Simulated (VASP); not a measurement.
# BaS (P1) in VASP: a series of runs

BaS is run at these levels: PBE; tasks: single point.

All numbers are computed with VASP 6.6.1; they aren't measurements. Logs are shortened: lines on timing, memory, paths and dates and some standing lists are left out, and cuts for length are marked.

## Step 1: The cell of the first run

The typed cell holds 4 atoms: a = 5.394 Å, b = 5.394 Å, c = 6.398 Å, α = 90.00°, β = 90.00°, γ = 120.00°.

## Step 2: Single point, PBE

INCAR reads:

```
  PREC = Accurate
  ENCUT = 520
  EDIFF = 1E-7
  ISMEAR = -1
  SIGMA = 0.02
  LREAL = F
  LASPH = T
  NELM = 100
  ALGO = Normal
  ISIF = 2
  LWAVE = F
  LCHARG = F
  GGA = PE
  NBANDS = 24
```

KPOINTS reads:

```
regular mesh
0
Gamma
  6 6 2
```

POSCAR reads:

```
BaS
1.0
    5.3938890000      0.0000000000      0.0000000000
   -2.6969440000      4.6712450000      0.0000000000
    0.0000000000      0.0000000000      6.3975950000
Ba S
2 2
Direct
    0.3304407841      0.6671936497     -0.0587056542
    0.6609511394      0.3332449914      0.4361306085
    0.3310181748      0.6683488021      0.4404945921
    0.6756677053      0.3276655367      0.9349141357
```

Potentials or basis: VASP PAW PBE potentials, release 64 (Ba_sv, S).

Run with:

```sh
$ cat potpaw_PBE.64/Ba_sv/POTCAR potpaw_PBE.64/S/POTCAR > POTCAR
$ mpirun -np 1 vasp_std > vasp.out
```

OUTCAR:

```text
PREC = Accurate
   ENCUT = 520
   EDIFF = 1E-7
   ISMEAR = -1
   LREAL = F
   LASPH = T
   NELM = 100
   ISIF = 2
   GGA = PE

 ion  position               nearest neighbor table
   1  0.330  0.667  0.941-   4 3.06   4 3.09   3 3.19   4 3.20   3 3.20   2 4.43   2 4.44   2 4.45
                             2 4.48   2 4.49   2 4.50
   2  0.661  0.333  0.436-   3 3.11   3 3.11   3 3.13   4 3.19   4 3.21   1 4.43   1 4.44   1 4.45
                             1 4.48   1 4.49   1 4.50
   3  0.331  0.668  0.440-   2 3.11   2 3.11   2 3.13   1 3.19   1 3.20
   4  0.676  0.328  0.935-   1 3.06   1 3.09   2 3.19   1 3.20   2 3.21

  LATTYP: Found a hexagonal cell.
 ALAT       =     5.3938890000
 C/A-ratio  =     1.1860820644

  Lattice vectors:

 A1 = (   5.3938890000,   0.0000000000,   0.0000000000)
 A2 = (  -2.6969440000,   4.6712450000,   0.0000000000)
 A3 = (   0.0000000000,   0.0000000000,   6.3975950000)

Analysis of symmetry for initial positions (statically):
=====================================================================
 Subroutine PRICEL returns:
 Original cell was already a primitive cell.

 Routine SETGRP: Setting up the symmetry group for a
 hexagonal supercell.

 Subroutine GETGRP returns: Found  1 space group operations
 (whereof  1 operations were pure point group operations)
 out of a pool of 24 trial point group operations.

The static configuration has the point symmetry C_1 .

Analysis of symmetry for dynamics (positions and initial velocities):
=====================================================================
 Subroutine PRICEL returns:
 Original cell was already a primitive cell.

 Routine SETGRP: Setting up the symmetry group for a
 hexagonal supercell.

 Subroutine GETGRP returns: Found  1 space group operations
 (whereof  1 operations were pure point group operations)
 out of a pool of 24 trial point group operations.

The dynamic configuration has the point symmetry C_1 .

 Subroutine INISYM returns: Found  1 space group operations
 (whereof  1 operations are pure point group operations),
 and found     1 'primitive' translations

----------------------------------------------------------------------------------------

                                     Primitive cell

  volume of cell :     161.1949

  direct lattice vectors                    reciprocal lattice vectors
     5.393889000  0.000000000  0.000000000     0.185394991  0.107037826  0.000000000
    -2.696944000  4.671245000  0.000000000     0.000000000  0.214075691  0.000000000
     0.000000000  0.000000000  6.397595000     0.000000000  0.000000000  0.156308738

  length of vectors
     5.393889000  5.393888837  6.397595000     0.214075684  0.214075691  0.156308738

  position of ions in fractional coordinates (direct lattice)
     0.330440784  0.667193650  0.941294346
     0.660951139  0.333244991  0.436130609
     0.331018175  0.668348802  0.440494592
     0.675667705  0.327665537  0.934914136

  ion indices of the primitive-cell ions
   primitive index   ion index
                 1           1
                 2           2
                 3           3
                 4           4

----------------------------------------------------------------------------------------

 KPOINTS: regular mesh

Automatic generation of k-mesh.
 Grid dimensions read from file:
 generate k-points for:    6    6    2

 Generating k-lattice:

  Cartesian coordinates                     Fractional coordinates (reciprocal lattice)
     0.030899165  0.017839638  0.000000000     0.166666667  0.000000000  0.000000000
     0.000000000  0.035679282  0.000000000     0.000000000  0.166666667  0.000000000
     0.000000000  0.000000000  0.078154369     0.000000000  0.000000000  0.500000000

  Length of vectors
     0.035679281  0.035679282  0.078154369

  Shift w.r.t. Gamma in fractional coordinates (k-lattice)
     0.000000000  0.000000000  0.000000000

 Subroutine IBZKPT returns following result:
 ===========================================

 Found     40 irreducible k-points:

 Following reciprocal coordinates:
            Coordinates               Weight
  0.000000  0.000000  0.000000      1.000000
  0.166667  0.000000  0.000000      2.000000
  0.000000  0.166667  0.000000      2.000000
 -0.166667  0.166667  0.000000      2.000000
  0.333333  0.000000  0.000000      2.000000
  0.000000  0.333333  0.000000      2.000000
[... 16 lines left out ...]
  0.000000  0.166667  0.500000      2.000000
 -0.166667  0.166667  0.500000      2.000000
 [... further k-points ...]
   k-points           NKPTS =     40   k-points in BZ     NKDIM =     40   number of bands    NBANDS=     24
   number of dos      NEDOS =    301   number of ions     NIONS =      4
   total plane-waves  NPLWV =  76800
   dimension x,y,z NGX =    40 NGY =   40 NGZ =   48
   dimension x,y,z NGXF=    80 NGYF=   80 NGZF=   96
   ions per type =               2   2
   NGX,Y,Z   is equivalent  to a cutoff of  12.33, 12.33, 12.47 a.u.
   NGXF,Y,Z  is equivalent  to a cutoff of  24.66, 24.66, 24.95 a.u.
 SYSTEM =  unknown system
   PREC   = accura    normal or accurate (medium, high low for compatibility)
   ISTART =      0    job   : 0-new  1-cont  2-samecut
   ICHARG =      2    charge: 1-file 2-atom 10-const
   ISPIN  =      1    spin polarized calculation?
   LNONCOLLINEAR =      F non collinear calculations
   LSORBIT =      F    spin-orbit coupling
   LASPH  =      T    aspherical Exc in radial PAW
   ENCUT  =  520.0 eV  38.22 Ry    6.18 a.u.  10.03 10.03 11.90*2*pi/ulx,y,z
   NELM   =    100;   NELMIN=  2; NELMDL= -5     # of ELM steps
   EDIFF  = 0.1E-06   stopping-criterion for ELM
   LREAL  =      F    real-space projection
   EDIFFG = 0.1E-05   stopping-criterion for IOM
   NSW    =      0    number of steps for IOM
   IBRION =     -1    ionic relax: 0-MD 1-quasi-New 2-CG
   NFREE  =      0    steps in history (QN), initial steepest desc. (CG)
   ISIF   =      2    stress and relaxation
   ISYM   =      2    0-nonsym 1-usesym 2-fastsym
   POTIM  = 0.5000    time-step for ionic-motion
   TEBEG  =    0.0;   TEEND  =   0.0 temperature during run
   PSTRESS=    0.0 pullay stress
   NELECT =      32.0000    total number of electrons
   NUPDOWN=      -1.0000    fix difference up-down
   EMIN   =  10.00;   EMAX   =-10.00  energy-range for DOS
   EFERMI =   0.00;   METHOD = LEGACY
   ISMEAR =    -1;   SIGMA  =   0.02  broadening in eV -4-tet -1-fermi 0-gaus
   EFERMI_NEDOS =   21; number of points for ismear=-14 and -15
   IALGO  =     38    algorithm
   IMIX   =      4    mixing-type and parameters
     AMIX     =   0.40;   BMIX     =  1.00
     AMIX_MAG =   1.60;   BMIX_MAG =  1.00
  volume/ion in A,a.u.               =      40.30       271.95
  Fermi-wavevector in a.u.,A,eV,Ry     =   0.955010  1.804706 12.409100  0.912043
  Thomas-Fermi vector in A             =   2.083808
   LORBIT       =      0    0 simple, 1 ext, 2 COOP (PROOUT), +10 PAW based schemes
   GGA     = PE    functional components
   LHFCALC =     F    Hartree Fock is set to
   AEXX    =    0.0000 exact exchange contribution
   IVDW    =     0    specifies the selected vdW correction
   LEPSILON=     F    determine dielectric tensor
   LRPA    =     F    only Hartree local field effects (RPA)
 non-spin polarized calculation
  energy-cutoff  :      520.00
  volume of cell :      161.19
 maximum number of plane-waves:      4366
   NGX = 21   NGY = 21   NGZ = 23

 number of electron      32.0000000 magnetization

 Free energy of the ion-electron system (eV)
  ---------------------------------------------------
  ext. energy  EPLUGINS =         0.00000000
  ---------------------------------------------------
  free energy    TOTEN  =       -19.89081603 eV

  energy without entropy =      -19.89081603  energy(sigma->0) =      -19.89081603

 E-fermi :   0.9121     XC(G=0):  -7.5010

 val. band max:        0.4452284423   @ k =   0.0000   0.0000   0.0000
 cond. band min:       2.9139459822   @ k =   0.3333   0.3333   0.0000
 fundamental gap:      2.4687175399
 Fermi energy:         0.9121371815

 k-point     1 :       0.0000    0.0000    0.0000
  band No.  band energies     occupation
      1     -25.8655      2.00000
      2     -25.8155      2.00000
      3     -11.3246      2.00000
      4     -11.1768      2.00000
      5     -11.1736      2.00000
      6     -11.0238      2.00000
[... 16 lines left out ...]
     23       6.2972      0.00000
     24       6.8436      0.00000

 k-point     2 :       0.1667    0.0000    0.0000
  band No.  band energies     occupation
      1     -25.8616      2.00000
      2     -25.8174      2.00000
      3     -11.3078      2.00000
      4     -11.2984      2.00000
      5     -11.1976      2.00000
      6     -11.1729      2.00000
[... 16 lines left out ...]
     23       6.3116      0.00000
     24       6.5718      0.00000

 k-point     3 :       0.0000    0.1667    0.0000
  band No.  band energies     occupation
      1     -25.8616      2.00000
      2     -25.8175      2.00000
      3     -11.3076      2.00000
      4     -11.2981      2.00000
      5     -11.1983      2.00000
      6     -11.1715      2.00000
[... 16 lines left out ...]
     23       6.3055      0.00000
     24       6.5672      0.00000

 k-point     4 :      -0.1667    0.1667    0.0000
  band No.  band energies     occupation
      1     -25.8616      2.00000
      2     -25.8175      2.00000
      3     -11.3011      2.00000
      4     -11.2934      2.00000
      5     -11.1882      2.00000
      6     -11.1754      2.00000
[... 16 lines left out ...]
     23       6.3207      0.00000
     24       6.5090      0.00000

 k-point     5 :       0.3333    0.0000    0.0000
  band No.  band energies     occupation
      1     -25.8522      2.00000
      2     -25.8229      2.00000
      3     -11.5142      2.00000
      4     -11.4130      2.00000
      5     -11.2355      2.00000
      6     -11.2150      2.00000
[... 451 lines left out ...]
 k-point    22 :       0.1667    0.0000    0.5000
  band No.  band energies     occupation
      1     -25.8419      2.00000
      2     -25.8365      2.00000
      3     -11.5550      2.00000
      4     -11.5382      2.00000
      5     -11.1095      2.00000
      6     -11.1003      2.00000
[... 16 lines left out ...]
     23       6.4296      0.00000
     24       6.5123      0.00000

 k-point    23 :       0.0000    0.1667    0.5000
  band No.  band energies     occupation
      1     -25.8419      2.00000
      2     -25.8365      2.00000
      3     -11.5535      2.00000
      4     -11.5409      2.00000
      5     -11.1094      2.00000
      6     -11.1005      2.00000
[... 16 lines left out ...]
     23       6.4170      0.00000
     24       6.5004      0.00000

 k-point    24 :      -0.1667    0.1667    0.5000
  band No.  band energies     occupation
      1     -25.8419      2.00000
      2     -25.8365      2.00000
      3     -11.5469      2.00000
      4     -11.5337      2.00000
      5     -11.1091      2.00000
      6     -11.0999      2.00000
[... 16 lines left out ...]
     23       6.4582      0.00000
     24       6.5442      0.00000

 [... further k-points ...]
[... 5 lines left out ...]
  --------------------------------------------------------------------------------------
  -------------------------------------------------------------------------------------
  Total        0.0733361      0.3339875      0.9835399      0.2330813     -0.0015891      0.0050125
  in kB        0.7289151      3.3196278      9.7757744      2.3166835     -0.0157946      0.0498210
  external PRESSURE =       4.6081058 kB  Pullay stress =       0.0000000 kB

 VOLUME and BASIS-vectors are now :
 -----------------------------------------------------------------------------
  energy-cutoff  :      520.00
  volume of cell :      161.19
      direct lattice vectors                 reciprocal lattice vectors
     5.393889000  0.000000000  0.000000000     0.185394991  0.107037826  0.000000000
    -2.696944000  4.671245000  0.000000000     0.000000000  0.214075691  0.000000000
     0.000000000  0.000000000  6.397595000     0.000000000  0.000000000  0.156308738

 POSITION                                       TOTAL-FORCE (eV/Angst)
 -----------------------------------------------------------------------------------
     -0.01702      3.11663      6.02202         0.196527     -0.063580     -0.078306
      2.66635      1.55667      2.79019         0.048098      0.022051      0.053198
     -0.01702      3.12202      2.81811        -0.023683     -0.026116     -0.032967
      2.76078      1.53061      5.98120        -0.220942      0.067645      0.058075
 -----------------------------------------------------------------------------------
    total drift:                                0.000062     -0.000005     -0.000027

  FREE ENERGIE OF THE ION-ELECTRON SYSTEM (eV)
  ---------------------------------------------------
  free  energy   TOTEN  =       -19.8908160300 eV

  energy  without entropy=      -19.8908160300  energy(sigma->0) =      -19.89081603
```

Wall time 84 s (1 thread of Intel Xeon 6975P-C (Granite Rapids), shared host); peak memory 0.34 GiB.

Results:

```
Free energy            : -19.8908 eV
Pressure               : 0.5 GPa
Largest force          : 0.238 eV/Å
Band gap on the k mesh : 2.47 eV (least direct gap 2.61 eV)
```

Forces on the atoms (eV/Å):
```
Ba   0.197 -0.064 -0.078
Ba   0.048  0.022  0.053
S   -0.024 -0.026 -0.033
S   -0.221  0.068  0.058
```

Stress tensor (GPa, compression positive):
```
0.07 0.23 0.00
0.23 0.33 0.00
0.00 0.00 0.98
```

Caveat: the k points lie up to 0.49 Å⁻¹ apart; the atoms stand as in a frame of molecular dynamics; the structure was generated, so it needn't be the stable form of BaS; spin-orbit coupling is left out, which moves the levels of the heavy elements. A k mesh can miss the band edges.

## Step 3: Single point, PBE

INCAR reads:

```
SYSTEM = BaS
PREC = Accurate
ENCUT = 520
EDIFF = 1E-6
ISMEAR = -1
SIGMA = 0.02
LREAL = .FALSE.
LASPH = .TRUE.
NELM = 80
ALGO = Normal
ISIF = 2
LWAVE = .FALSE.
LCHARG = .TRUE.
GGA = PE
LELF = .TRUE.
LVHAR = .TRUE.
NBANDS = 24
```

KPOINTS reads:

```
Automatic mesh
0
G
  6 6 2
  0 0 0
```

POSCAR reads:

```
BaS
1.0
    5.3943190000      0.0000000000      0.0000000000
   -2.6971600000      4.6716170000      0.0000000000
    0.0000000000      0.0000000000      6.3981060000
Ba S
2 2
Direct
    0.3284891922      0.6679271867     -0.0575692244
    0.6585346207      0.3334213828      0.4361440714
    0.3270642277      0.6689187063      0.4420431609
    0.6765342824      0.3281202205      0.9352999153
```

Potentials or basis: VASP PAW PBE potentials, release 64 (Ba_sv, S).

Run with:

```sh
$ cat potpaw_PBE.64/Ba_sv/POTCAR potpaw_PBE.64/S/POTCAR > POTCAR
$ mpirun -np 1 vasp_std > vasp.out
```

Run time: 82 s. Hardware: 1 thread of Intel Xeon 6975P-C (Granite Rapids), shared host; peak memory 0.33 GiB.

Results (log left out):

```yaml
Free_energy: -19.8861 eV
Pressure: 0.5 GPa
Largest_force: 0.281 eV/Å
Band_gap_on_the_k_mesh: 2.47 eV (least direct gap 2.61 eV)
```

Forces on the atoms (eV/Å):
```
Ba   0.236 -0.061 -0.088
Ba   0.025  0.029  0.073
S    0.005 -0.030 -0.048
S   -0.266  0.063  0.062
```

Stress tensor (GPa, compression positive):
```
0.07 0.32 0.01
0.32 0.35 0.00
0.01 0.00 0.95
```

Levels at points of the mesh, in eV from the valence-band top:
| k point | band 13 | band 14 | band 15 | band 16 | band 17 | band 18 | band 19 | band 20 |
| --- | --- | --- | --- | --- | --- | --- | --- | --- |
| (0.00, 0.00, 0.00) | -0.87 | -0.86 | -0.44 | 0.00 | 2.74 | 3.64 | 3.69 | 4.78 |
| (0.50, 0.00, 0.00) | -0.48 | -0.41 | -0.38 | -0.31 | 3.09 | 3.31 | 3.58 | 4.97 |
| (0.00, 0.50, 0.00) | -0.49 | -0.41 | -0.36 | -0.31 | 3.09 | 3.34 | 3.55 | 4.97 |
| (0.50, 0.50, 0.00) | -0.49 | -0.46 | -0.31 | -0.27 | 3.08 | 3.38 | 3.52 | 5.06 |
| (0.00, 0.00, 0.50) | -1.03 | -1.00 | -0.99 | -0.95 | 3.71 | 3.78 | 5.34 | 5.36 |
| (0.50, 0.00, 0.50) | -0.85 | -0.84 | -0.53 | -0.49 | 3.72 | 3.91 | 4.86 | 4.98 |
| (0.00, 0.50, 0.50) | -0.85 | -0.84 | -0.53 | -0.49 | 3.78 | 3.88 | 4.85 | 4.97 |
| (0.50, 0.50, 0.50) | -0.87 | -0.85 | -0.54 | -0.49 | 3.84 | 4.07 | 4.82 | 4.94 |

Caveat: the k points lie up to 0.49 Å⁻¹ apart; the atoms stand as in a frame of molecular dynamics; the structure was generated, so it needn't be the stable form of BaS; spin-orbit coupling is left out, which moves the levels of the heavy elements. A k mesh can miss the band edges.
